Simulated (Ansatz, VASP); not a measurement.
**GaN in VASP and in Ansatz**

```
Ga N
1.0
     0.00000    2.20750    2.20750
     2.20750    0.00000    2.20750
     2.20750    2.20750    0.00000
Ga N
1 1
Direct
  0.00000 0.00000 0.00000
  0.25000 0.25000 0.25000
```

Alike in both runs: task single point; functional RPBE; k mesh 10 × 10 × 10; occupations fermi-dirac, width 0.05 eV; no spin polarisation.

|  | VASP | Ansatz |
| --- | --- | --- |
| version | VASP 6.6.1 | Ansatz 0.2.0 |
| potentials or method | VASP PAW PBE potentials, release 64 (Ga_d, N) | Ansatz PAW |
| plane-wave cutoff (eV) | 520 | 420 |
| valence electrons in the cell | 18 | 18 |

Ansatz gave:

| Quantity | Value |
| --- | --- |
| gap on the k mesh at the Fermi level (eV) | 2.14 |
| least direct gap on the mesh (eV) | 2.14 |
| pressure (GPa) | 23.3 |

Question: What did VASP give for the same quantities?

Answer: gap on the k mesh at the Fermi level (eV): 2.18; least direct gap on the mesh (eV): 2.18; pressure (GPa): 22.9.

VASP's potentials were made for PBE, not for RPBE. The functional is the same, so the differences come from potentials, cutoffs and numerics.
